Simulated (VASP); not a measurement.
# HgTe (rocksalt type) (Fm-3m) in VASP: a series of runs, part 2 of 2

VASP 6.6.1. Earlier steps stand in the parts before.

## (4) Relaxation of cell and atoms, PBE, target pressure 22 GPa, at which the enthalpy is minimised

This run uses another cell than the first one, of 22.66 Å³/atom.

The input, INCAR:

```
ALGO     = Normal         # electronic algorithm
EDIFF    = 1E-6           # SCF threshold, eV
EDIFFG   = -0.005         # ionic threshold
ENCUT    = 600            # plane-wave cutoff, eV
GGA      = PE             # functional
IBRION   = 2              # ionic algorithm
ISIF     = 3              # what is computed and relaxed
ISMEAR   = -1             # smearing method
LASPH    = True           # aspherical terms in the spheres
LCHARG   = False          # write CHGCAR
LREAL    = False          # projectors in reciprocal space
LWAVE    = False          # write WAVECAR
NELM     = 60             # most SCF steps
NSW      = 32             # ionic steps
PREC     = Accurate       # precision mode
PSTRESS  = 220.0        
SIGMA    = 0.08           # smearing width, eV
```

The input, KPOINTS:

```
k-points
0
Gamma
  12 12 12
```

The input, POSCAR:

```
HgTe
1.0
    0.0000000000      2.8297740661      2.8297740661
    2.8297740661      0.0000000000      2.8297740661
    2.8297740661      2.8297740661      0.0000000000
Hg Te
1 1
Direct
    0.0000000000      0.0000000000      0.0000000000
    0.5000000000      0.5000000000      0.5000000000
```

Potentials or basis: VASP PAW PBE potentials, release 64 (Hg, Te).

On the command line:

```console
$ cat potpaw_PBE.64/Hg/POTCAR potpaw_PBE.64/Te/POTCAR > POTCAR
$ mpirun -np 1 vasp_std > vasp.out
```

OUTCAR:

```text
EDIFF = 1E-6
   EDIFFG = -0.005
   ENCUT = 600
   GGA = PE
   IBRION = 2
   ISIF = 3
   ISMEAR = -1
   LASPH = True
   LREAL = False
   NELM = 60
   NSW = 32
   PREC = Accurate
   PSTRESS = 220.0

 ion  position               nearest neighbor table
   1  0.000  0.000  0.000-   2 2.83   2 2.83   2 2.83   2 2.83   2 2.83   2 2.83
   2  0.500  0.500  0.500-   1 2.83   1 2.83   1 2.83   1 2.83   1 2.83   1 2.83

  LATTYP: Found a face centered cubic cell.
 ALAT       =     5.6595481322

  Lattice vectors:

 A1 = (   0.0000000000,   2.8297740661,   2.8297740661)
 A2 = (   2.8297740661,   0.0000000000,   2.8297740661)
 A3 = (   2.8297740661,   2.8297740661,   0.0000000000)

Analysis of symmetry for initial positions (statically):
=====================================================================
 Subroutine PRICEL returns:
 Original cell was already a primitive cell.

 Routine SETGRP: Setting up the symmetry group for a
 face centered cubic supercell.

 Subroutine GETGRP returns: Found 48 space group operations
 (whereof 48 operations were pure point group operations)
 out of a pool of 48 trial point group operations.

[... 172 lines left out ...]
  external PRESSURE =       4.4208899 kB  Pullay stress =     220.0000000 kB
[... 63 lines left out ...]
--------------------------------------- Ionic step        3  -------------------------------------------

 number of electron      17.9999998 magnetization

 Free energy of the ion-electron system (eV)
  ---------------------------------------------------
  ext. energy  EPLUGINS =         0.00000000
  ---------------------------------------------------
  free energy    TOTEN  =        -2.67826714 eV

  energy without entropy =       -2.65593821  energy(sigma->0) =       -2.66710267

 E-fermi :   7.1923     XC(G=0): -10.9743

 val. band max:        7.1773252711   @ k =   0.4167   0.0833   0.0000
 cond. band min:       7.2579530947   @ k =   0.3333   0.0000   0.0000
 fundamental gap:      0.0806278236
 Fermi energy:         7.1923153326

 k-point     1 :       0.0000    0.0000    0.0000
  band No.  band energies     occupation
      1      -6.6841      2.00000
      2      -0.5283      2.00000
      3      -0.5283      2.00000
      4      -0.4669      2.00000
      5      -0.4669      2.00000
      6      -0.4669      2.00000
      7       6.1305      2.00000
      8       6.1305      2.00000
      9       6.1305      2.00000
     10       7.4061      0.12932
     11      14.7312      0.00000
     12      14.9896      0.00000
     13      14.9896      0.00000
[... 354 lines left out ...]
  band No.  band energies     occupation
      1      -4.7454      2.00000
      2      -1.3504      2.00000
      3      -1.0440      2.00000
      4      -0.8031      2.00000
      5      -0.1633      2.00000
      6      -0.1075      2.00000
      7       0.8197      2.00000
      8       5.2500      2.00000
      9       6.9011      1.94888
     10       9.0453      0.00000
     11      11.6315      0.00000
     12      12.0949      0.00000
     13      14.6087      0.00000

 [... further k-points ...]

------------------------ aborting loop because EDIFF is reached ----------------------------------------

  FORCE on cell =-STRESS in cart. coord.  units (eV):
  Direction    XX          YY          ZZ          XY          YZ          ZX
  --------------------------------------------------------------------------------------
  -------------------------------------------------------------------------------------
  Total        6.2313078      6.2313078      6.2313078      0.0000000      0.0000000      0.0000000
  in kB      219.7081508    219.7081508    219.7081508      0.0000000      0.0000000      0.0000000
  external PRESSURE =      -0.2918492 kB  Pullay stress =     220.0000000 kB
[... 21 lines left out ...]
  energy  without entropy=       -2.6559382089  energy(sigma->0) =       -2.66710267

  enthalpy is  TOTEN    =         3.5613180257 eV   P V=        6.2395851662

 reached required accuracy - stopping structural energy minimisation
```

CONTCAR:

```text
HgTe
   1.00000000000000
    -0.0000000000000000    2.8322910127502410    2.8322910127502410
     2.8322910127502410   -0.0000000000000000    2.8322910127502410
     2.8322910127502410    2.8322910127502410    0.0000000000000000
  Hg              Te
     1     1
Direct
     0.0000000000000000    0.0000000000000000    0.0000000000000000
     0.5000000000000000    0.5000000000000000    0.5000000000000000

  0.00000000E+00  0.00000000E+00  0.00000000E+00
  0.00000000E+00  0.00000000E+00  0.00000000E+00
```

Wall time 44 s (1 thread of AMD EPYC 9R45 (Zen 5), shared host); peak memory 0.19 GiB.

What came out:

```yaml
Free_energy: -2.6783 eV
Relaxed_volume: 22.72 Å³/atom
Relaxed_cell: a = 4.005 Å, b = 4.005 Å, c = 4.005 Å, α = 60.00°, β = 60.00°, γ = 60.00°
Space_group_after_relaxing_to_0.1_Å: Fm-3m (No. 225)
Energy_change_on_relaxing_the_run_minimises_the_enthalpy: -8.4 meV/atom
Ionic_steps: 3
Pressure_after_relaxing: 22.0 GPa
Band_gap_on_the_k_mesh: zero (bands 9 and 10 overlap by 3.59 eV)
```

The path:
```
step  energy change (eV)  largest force (eV/Å)  pressure (GPa)  volume (Å³)
   1              0.0000                0.0000           22.44        45.32
   2             -0.0559                0.0000           21.23        45.73
   3             -0.0168                0.0000           21.97        45.44
```

Final structure:
```yaml
crystal:
  lattice:
    - [0.00000, 2.83229, 2.83229]
    - [2.83229, 0.00000, 2.83229]
    - [2.83229, 2.83229, 0.00000]
  atoms:
    - { symbol: Hg, position: [0.00000, 0.00000, 0.00000] }
    - { symbol: Te, position: [0.50000, 0.50000, 0.50000] }
```

Levels at points of the mesh, in eV from the Fermi level:
| k point | band 7 | band 8 | band 9 | band 10 | band 11 | band 12 |
| --- | --- | --- | --- | --- | --- | --- |
| (0.00, 0.00, 0.00) | -1.06 | -1.06 | -1.06 | 0.21 | 7.54 | 7.80 |
| (0.50, 0.00, 0.00) | -6.48 | 0.58 | 0.58 | 2.35 | 3.60 | 3.60 |
| (0.50, 0.50, 0.00) | -5.92 | -3.26 | -3.26 | -3.02 | 4.52 | 10.46 |

Caveat: the cell is relaxed towards a set pressure, so the run minimises the enthalpy, not the energy; spin-orbit coupling is left out, which moves the levels of the heavy elements.

## (5) The runs side by side

```csv
task,cell,cutoff (eV),gap on the mesh (eV),pressure (GPa)
single point,"a = 4.345 Å, angles 60.0°, 2 atoms",520,none,0.1
relaxation of cell and atoms,"relaxed to 22 GPa from a = 4.000 Å, angles 60.0°, 2 atoms",600,none,22.0
relaxation of cell and atoms,"relaxed to 22 GPa from a = 4.002 Å, angles 60.0°, 2 atoms",600,none,22.0
```

Alike in all rows: level PBE; potentials or basis VASP PAW PBE potentials, release 64 (Hg, Te); no spin polarisation; k mesh 12 × 12 × 12; smearing fermi-dirac 0.08 eV.

Caveats: spin-orbit coupling is left out, which moves the levels of the heavy elements; the cell is relaxed towards a set pressure, so the run minimises the enthalpy, not the energy (at least some runs).

Total energies depend on the potentials used, so only differences within one code and one set of settings carry meaning.

The gap in the log of VASP goes by the Fermi energy; the results here count the filled bands.